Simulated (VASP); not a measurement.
# Al3Ga2As5 (I-4m2) in VASP: a series of runs

Runs on Al3Ga2As5. Level: PBE. Tasks: single point.

Program: VASP 6.6.1. These are calculated values, not measurements. Logs are shortened: lines on timing, memory, paths and dates and some standing lists are left out, and cuts for length are marked.

## 1. The cell of the first run

Symmetry: I-4m2, No. 119, tetragonal system. The conventional cell has a = 3.860 Å, b = 3.860 Å, c = 27.293 Å, α = 90.00°, β = 90.00°, γ = 90.00°. Al (site symmetry -4m2) has 4 As at 2.36 Å within 3.1 Å. Within 3.1 Å of Al (site symmetry 2mm) lie 4 As at 2.36 Å. Within 3.1 Å of Ga (site symmetry 2mm) lie 4 As at 2.36 Å. Within 3.1 Å of As (site symmetry 2mm) lie 2 Ga at 2.36 Å and 2 Al at 2.36 Å. Within 3.1 Å of As (site symmetry -4m2) lie 4 Ga at 2.36 Å. Within 3.1 Å of As (site symmetry 2mm) lie 4 Al at 2.36 Å.

## 2. Single point, PBE

Contents of INCAR:

```
ALGO = Normal
EDIFF = 1E-6
ENCUT = 520
GGA = PE
ISIF = 2
ISMEAR = 0
LASPH = T
LCHARG = F
LREAL = F
LWAVE = F
NBANDS = 41
NELM = 60
PREC = Accurate
SIGMA = 0.1
```

Contents of KPOINTS:

```
k-points
0
Gamma
  6 6 6
```

Contents of POSCAR:

```
Al3Ga2As5
1.0
   -1.9299083400      1.9299083400     13.6465127300
    1.9299083400     -1.9299083400     13.6465127300
    1.9299083400      1.9299083400    -13.6465127300
Al Ga As
3 2 5
Direct
    0.0000000000      0.0000000000      0.0000000000
    0.6000000000      0.6000000000      0.0000000000
    0.4000000000      0.4000000000      0.0000000000
    0.2000000000      0.2000000000      0.0000000000
    0.8000000000      0.8000000000      0.0000000000
    0.6500000000      0.1500000000      0.5000000000
    0.2500000000      0.7500000000      0.5000000000
    0.8500000000      0.3500000000      0.5000000000
    0.4500000000      0.9500000000      0.5000000000
    0.0500000000      0.5500000000      0.5000000000
```

Potentials or basis: VASP PAW PBE potentials, release 64 (Al, Ga_d, As).

On the command line:

```bash
$ cat potpaw_PBE.64/Al/POTCAR potpaw_PBE.64/Ga_d/POTCAR potpaw_PBE.64/As/POTCAR > POTCAR
$ mpirun -np 1 vasp_std > vasp.out
```

OUTCAR:

```text
EDIFF = 1E-6
   ENCUT = 520
   GGA = PE
   ISIF = 2
   ISMEAR = 0
   LASPH = T
   LREAL = F
   NELM = 60
   PREC = Accurate

 ion  position               nearest neighbor table
   1  0.000  0.000  0.000-   9 2.36  10 2.36  10 2.36   9 2.36
   2  0.600  0.600  0.000-   6 2.36   6 2.36  10 2.36  10 2.36
   3  0.400  0.400  0.000-   8 2.36   8 2.36   9 2.36   9 2.36
   4  0.200  0.200  0.000-   7 2.36   7 2.36   6 2.36   6 2.36
   5  0.800  0.800  0.000-   7 2.36   7 2.36   8 2.36   8 2.36
   6  0.650  0.150  0.500-   2 2.36   2 2.36   4 2.36   4 2.36
   7  0.250  0.750  0.500-   4 2.36   5 2.36   5 2.36   4 2.36
   8  0.850  0.350  0.500-   3 2.36   3 2.36   5 2.36   5 2.36
   9  0.450  0.950  0.500-   1 2.36   1 2.36   3 2.36   3 2.36
  10  0.050  0.550  0.500-   1 2.36   1 2.36   2 2.36   2 2.36

  LATTYP: Found a body centered tetragonal cell.
 ALAT       =     3.8598166800
 C/A-ratio  =     7.0710678052

  Lattice vectors:

 A1 = (  -1.9299083400,   1.9299083400,  13.6465127300)
 A2 = (   1.9299083400,  -1.9299083400,  13.6465127300)
 A3 = (   1.9299083400,   1.9299083400, -13.6465127300)

Analysis of symmetry for initial positions (statically):
=====================================================================
 Subroutine PRICEL returns:
 Original cell was already a primitive cell.

 Routine SETGRP: Setting up the symmetry group for a
 body centered tetragonal supercell.

 Subroutine GETGRP returns: Found  8 space group operations
 (whereof  8 operations were pure point group operations)
 out of a pool of 16 trial point group operations.

The static configuration has the point symmetry D_2d.

Analysis of symmetry for dynamics (positions and initial velocities):
=====================================================================
 Subroutine PRICEL returns:
 Original cell was already a primitive cell.

 Routine SETGRP: Setting up the symmetry group for a
 body centered tetragonal supercell.

 Subroutine GETGRP returns: Found  8 space group operations
 (whereof  8 operations were pure point group operations)
 out of a pool of 16 trial point group operations.

The dynamic configuration has the point symmetry D_2d.

 Subroutine INISYM returns: Found  8 space group operations
 (whereof  8 operations are pure point group operations),
 and found     1 'primitive' translations

----------------------------------------------------------------------------------------

                                     Primitive cell

  volume of cell :     203.3083

  direct lattice vectors                    reciprocal lattice vectors
    -1.929908340  1.929908340 13.646512730     0.000000000  0.259079662  0.036639397
     1.929908340 -1.929908340 13.646512730     0.259079662  0.000000000  0.036639397
     1.929908340  1.929908340-13.646512730     0.259079662  0.259079662  0.000000000

  length of vectors
    13.916766941 13.916766941 13.916766941     0.261657632  0.261657632  0.366393971

  position of ions in fractional coordinates (direct lattice)
     0.000000000  0.000000000  0.000000000
     0.600000000  0.600000000  0.000000000
     0.400000000  0.400000000  0.000000000
     0.200000000  0.200000000  0.000000000
     0.800000000  0.800000000  0.000000000
     0.650000000  0.150000000  0.500000000
     0.250000000  0.750000000  0.500000000
     0.850000000  0.350000000  0.500000000
     0.450000000  0.950000000  0.500000000
     0.050000000  0.550000000  0.500000000

  ion indices of the primitive-cell ions
   primitive index   ion index
                 1           1
                 2           2
                 3           3
                 4           4
                 5           5
                 6           6
                 7           7
                 8           8
                 9           9
                10          10

----------------------------------------------------------------------------------------

 KPOINTS: k-points

Automatic generation of k-mesh.
 Grid dimensions read from file:
 generate k-points for:    6    6    6

 Generating k-lattice:

  Cartesian coordinates                     Fractional coordinates (reciprocal lattice)
     0.000000000  0.043179944  0.006106566     0.166666667 -0.000000000  0.000000000
     0.043179944  0.000000000  0.006106566    -0.000000000  0.166666667  0.000000000
     0.043179944  0.043179944  0.000000000     0.000000000  0.000000000  0.166666667

  Length of vectors
     0.043609605  0.043609605  0.061065662

  Shift w.r.t. Gamma in fractional coordinates (k-lattice)
     0.000000000  0.000000000  0.000000000

 Subroutine IBZKPT returns following result:
 ===========================================

 Found     30 irreducible k-points:

 Following reciprocal coordinates:
            Coordinates               Weight
  0.000000  0.000000  0.000000      1.000000
  0.166667  0.000000  0.000000      8.000000
  0.333333  0.000000  0.000000      8.000000
  0.500000 -0.000000  0.000000      4.000000
  0.166667  0.166667  0.000000      8.000000
  0.333333  0.166667  0.000000     16.000000
[... 16 lines left out ...]
 -0.333333 -0.333333  0.166667      8.000000
 -0.166667 -0.333333  0.166667      8.000000
 [... further k-points ...]
   k-points           NKPTS =     30   k-points in BZ     NKDIM =     30   number of bands    NBANDS=     41
   number of dos      NEDOS =    301   number of ions     NIONS =     10
   total plane-waves  NPLWV = ******
   dimension x,y,z NGX =   108 NGY =  108 NGZ =  108
   dimension x,y,z NGXF=   216 NGYF=  216 NGZF=  216
   ions per type =               3   2   5
   NGX,Y,Z   is equivalent  to a cutoff of  12.90, 12.90, 12.90 a.u.
   NGXF,Y,Z  is equivalent  to a cutoff of  25.80, 25.80, 25.80 a.u.
 SYSTEM =  unknown system
   PREC   = accura    normal or accurate (medium, high low for compatibility)
   ISTART =      0    job   : 0-new  1-cont  2-samecut
   ICHARG =      2    charge: 1-file 2-atom 10-const
   ISPIN  =      1    spin polarized calculation?
   LNONCOLLINEAR =      F non collinear calculations
   LSORBIT =      F    spin-orbit coupling
   LASPH  =      T    aspherical Exc in radial PAW
   ENCUT  =  520.0 eV  38.22 Ry    6.18 a.u.  25.88 25.88 25.88*2*pi/ulx,y,z
   NELM   =     60;   NELMIN=  2; NELMDL= -5     # of ELM steps
   EDIFF  = 0.1E-05   stopping-criterion for ELM
   LREAL  =      F    real-space projection
   EDIFFG = 0.1E-04   stopping-criterion for IOM
   NSW    =      0    number of steps for IOM
   IBRION =     -1    ionic relax: 0-MD 1-quasi-New 2-CG
   NFREE  =      0    steps in history (QN), initial steepest desc. (CG)
   ISIF   =      2    stress and relaxation
   ISYM   =      2    0-nonsym 1-usesym 2-fastsym
   POTIM  = 0.5000    time-step for ionic-motion
   TEBEG  =    0.0;   TEEND  =   0.0 temperature during run
   PSTRESS=    0.0 pullay stress
   NELECT =      60.0000    total number of electrons
   NUPDOWN=      -1.0000    fix difference up-down
   EMIN   =  10.00;   EMAX   =-10.00  energy-range for DOS
   EFERMI =   0.00;   METHOD = LEGACY
   ISMEAR =     0;   SIGMA  =   0.10  broadening in eV -4-tet -1-fermi 0-gaus
   EFERMI_NEDOS =   21; number of points for ismear=-14 and -15
   IALGO  =     38    algorithm
   IMIX   =      4    mixing-type and parameters
     AMIX     =   0.40;   BMIX     =  1.00
     AMIX_MAG =   1.60;   BMIX_MAG =  1.00
  volume/ion in A,a.u.               =      20.33       137.20
  Fermi-wavevector in a.u.,A,eV,Ry     =   1.089951  2.059708 16.163623  1.187993
  Thomas-Fermi vector in A             =   2.226165
   LORBIT       =      0    0 simple, 1 ext, 2 COOP (PROOUT), +10 PAW based schemes
   GGA     = PE    functional components
   LHFCALC =     F    Hartree Fock is set to
   AEXX    =    0.0000 exact exchange contribution
   IVDW    =     0    specifies the selected vdW correction
   LEPSILON=     F    determine dielectric tensor
   LRPA    =     F    only Hartree local field effects (RPA)
 non-spin polarized calculation
 Gauss-broadening in eV      SIGMA  =   0.10
  energy-cutoff  :      520.00
  volume of cell :      203.31
 maximum number of plane-waves:      5518
 NGX is ok and might be reduce to   108
   NGX = 51   NGY = 51   NGZ = 51

 number of electron      59.9999992 magnetization

 Free energy of the ion-electron system (eV)
  ---------------------------------------------------
  ext. energy  EPLUGINS =         0.00000000
  ---------------------------------------------------
  free energy    TOTEN  =       -43.44805516 eV

  energy without entropy =      -43.44805516  energy(sigma->0) =      -43.44805516

 E-fermi :   5.3902     XC(G=0):  -9.7120

 val. band max:        4.9397293106   @ k =   0.0000   0.0000   0.0000
 cond. band min:       6.0976535703   @ k =   0.5000   0.5000   0.5000
 fundamental gap:      1.1579242596
 Fermi energy:         5.3901827163

 k-point     1 :       0.0000    0.0000    0.0000
  band No.  band energies     occupation
      1      -9.9253      2.00000
      2      -9.8472      2.00000
      3      -9.7848      2.00000
      4      -9.7848      2.00000
      5      -9.7496      2.00000
      6      -9.7496      2.00000
[... 33 lines left out ...]
     40       9.0889      0.00000
     41       9.1829      0.00000

 k-point     2 :       0.1667    0.0000    0.0000
  band No.  band energies     occupation
      1      -9.9208      2.00000
      2      -9.8441      2.00000
      3      -9.8026      2.00000
      4      -9.7823      2.00000
      5      -9.7588      2.00000
      6      -9.7521      2.00000
[... 957 lines left out ...]
     40       9.5784      0.00000
     41      10.1425      0.00000

 k-point    24 :      -0.1667   -0.3333    0.1667
  band No.  band energies     occupation
      1      -9.9208      2.00000
      2      -9.8441      2.00000
      3      -9.8026      2.00000
      4      -9.7823      2.00000
      5      -9.7588      2.00000
      6      -9.7521      2.00000
[... 33 lines left out ...]
     40       9.4741      0.00000
     41       9.6316      0.00000

 [... further k-points ...]

------------------------ aborting loop because EDIFF is reached ----------------------------------------

  FORCE on cell =-STRESS in cart. coord.  units (eV):
  Direction    XX          YY          ZZ          XY          YZ          ZX
  --------------------------------------------------------------------------------------
  -------------------------------------------------------------------------------------
  Total       17.3664270     17.3664270     17.0728810      0.0000000     -0.0000000      0.0000000
  in kB      136.8566846    136.8566846    134.5433864      0.0000000     -0.0000000      0.0000000
  external PRESSURE =     136.0855852 kB  Pullay stress =       0.0000000 kB

 VOLUME and BASIS-vectors are now :
 -----------------------------------------------------------------------------
  energy-cutoff  :      520.00
  volume of cell :      203.31
      direct lattice vectors                 reciprocal lattice vectors
    -1.929908340  1.929908340 13.646512730     0.000000000  0.259079662  0.036639397
     1.929908340 -1.929908340 13.646512730     0.259079662  0.000000000  0.036639397
     1.929908340  1.929908340-13.646512730     0.259079662  0.259079662  0.000000000

 POSITION                                       TOTAL-FORCE (eV/Angst)
 -----------------------------------------------------------------------------------
      0.00000      0.00000      0.00000        -0.000000     -0.000000      0.000000
      0.00000      0.00000     16.37582         0.000000      0.000000      0.028373
      0.00000      0.00000     10.91721         0.000000      0.000000     -0.028373
      0.00000      0.00000      5.45861        -0.000000     -0.000000      0.039145
      0.00000      0.00000     21.83442         0.000000      0.000000     -0.039145
      0.00000      1.92991      4.09395        -0.000000     -0.000000     -0.088153
      1.92991     -0.00000      6.82326        -0.000000     -0.000000      0.000000
      0.00000      1.92991      9.55256         0.000000      0.000000      0.088153
      1.92991      0.00000     12.28186        -0.000000     -0.000000     -0.011426
      1.92991      0.00000      1.36465        -0.000000     -0.000000      0.011426
 -----------------------------------------------------------------------------------
    total drift:                               -0.000001      0.000001      0.000000

  FREE ENERGIE OF THE ION-ELECTRON SYSTEM (eV)
  ---------------------------------------------------
  free  energy   TOTEN  =       -43.4480551647 eV

  energy  without entropy=      -43.4480551647  energy(sigma->0) =      -43.44805516
```

Wall time 36 min (1 thread of Intel Xeon 6975P-C (Granite Rapids), shared host); peak memory 2 GiB.

What came out:

```
Free energy            : -43.4481 eV
Pressure               : 13.6 GPa
Largest force          : 0.088 eV/Å
Band gap on the k mesh : 1.16 eV, indirect (least direct gap 1.22 eV)
```

Forces on the atoms (eV/Å):
```
Al   0.000  0.000  0.000
Al   0.000  0.000  0.028
Al   0.000  0.000 -0.028
Ga   0.000  0.000  0.039
Ga   0.000  0.000 -0.039
As   0.000  0.000 -0.088
As   0.000  0.000  0.000
As   0.000  0.000  0.088
As   0.000  0.000 -0.011
As   0.000  0.000  0.011
```

Stress tensor (GPa, compression positive):
```
13.69  0.00  0.00
 0.00 13.69  0.00
 0.00  0.00 13.45
```

Levels at points of the mesh, in eV from the valence-band top:
| k point | band 28 | band 29 | band 30 | band 31 | band 32 | band 33 |
| --- | --- | --- | --- | --- | --- | --- |
| (0.00, 0.00, 0.00) | -0.03 | 0.00 | 0.00 | 1.22 | 1.57 | 2.01 |
| (0.50, 0.00, 0.00) | -1.09 | -1.08 | -1.03 | 1.96 | 2.54 | 2.96 |
| (0.50, 0.50, 0.00) | -3.01 | -2.71 | -2.71 | 1.17 | 1.82 | 1.93 |
| (0.50, 0.50, 0.50) | -0.63 | -0.31 | -0.31 | 1.16 | 1.78 | 1.99 |

A k mesh can miss the band edges. Expect the measured gap to be larger: semilocal functionals such as PBE lack the derivative discontinuity.

## 3. Single point, PBE

This run uses another cell than the first one, of 23.55 Å³/atom, 1.158 times its volume.

Contents of INCAR:

```
PREC = Accurate
ENCUT = 520
EDIFF = 1E-6
ISMEAR = 0
SIGMA = 0.1
LREAL = False
LASPH = True
NELM = 60
ALGO = Normal
ISIF = 2
LWAVE = False
LCHARG = False
GGA = PE
NBANDS = 41
```

Contents of KPOINTS:

```
regular mesh
0
Gamma
  6 6 6
```

Contents of POSCAR:

```
Al3Ga2As5
1.0
   -2.0293040182      2.0293040182     14.2979026964
    2.0293040182     -2.0293040182     14.2979026964
    2.0293040182      2.0293040182    -14.2979026964
Al Ga As
3 2 5
Direct
    0.0000000000      0.0000000000      0.0000000000
    0.5998316732      0.5998316732      0.0000000000
    0.4001683268      0.4001683268      0.0000000000
    0.1998852346      0.1998852346      0.0000000000
    0.8001147654      0.8001147654      0.0000000000
    0.6495525758      0.1495525758      0.5000000000
    0.2500000000      0.7500000000      0.5000000000
    0.8504474242      0.3504474242      0.5000000000
    0.4500804094      0.9500804094      0.5000000000
    0.0499195906      0.5499195906      0.5000000000
```

Potentials or basis: VASP PAW PBE potentials, release 64 (Al, Ga_d, As).

On the command line:

```bash
$ cat potpaw_PBE.64/Al/POTCAR potpaw_PBE.64/Ga_d/POTCAR potpaw_PBE.64/As/POTCAR > POTCAR
$ mpirun -np 1 vasp_std > vasp.out
```

It took 37 min on 1 thread of Intel Xeon 6975P-C (Granite Rapids), shared host; peak memory 2 GiB.

Results (log left out):

```yaml
Free_energy: -44.6767 eV
Pressure: 0.2 GPa
Largest_force: 0.005 eV/Å
Band_gap_on_the_k_mesh: 1.06 eV, direct
```

Forces on the atoms (eV/Å):
```
Al   0.000  0.000  0.000
Al   0.000  0.000  0.000
Al   0.000  0.000  0.000
Ga   0.000  0.000  0.002
Ga   0.000  0.000 -0.002
As   0.000  0.000 -0.005
As   0.000  0.000  0.000
As   0.000  0.000  0.005
As   0.000  0.000  0.000
As   0.000  0.000  0.000
```

Levels at points of the mesh, in eV from the valence-band top:
| k point | band 28 | band 29 | band 30 | band 31 | band 32 | band 33 |
| --- | --- | --- | --- | --- | --- | --- |
| (0.00, 0.00, 0.00) | -0.01 | 0.00 | 0.00 | 1.06 | 1.46 | 1.77 |
| (0.50, 0.00, 0.00) | -0.91 | -0.89 | -0.86 | 1.47 | 2.02 | 2.45 |
| (0.50, 0.50, 0.00) | -2.52 | -2.27 | -2.27 | 1.49 | 1.99 | 2.05 |
| (0.50, 0.50, 0.50) | -0.50 | -0.26 | -0.26 | 1.43 | 1.86 | 1.95 |

A k mesh can miss the band edges.
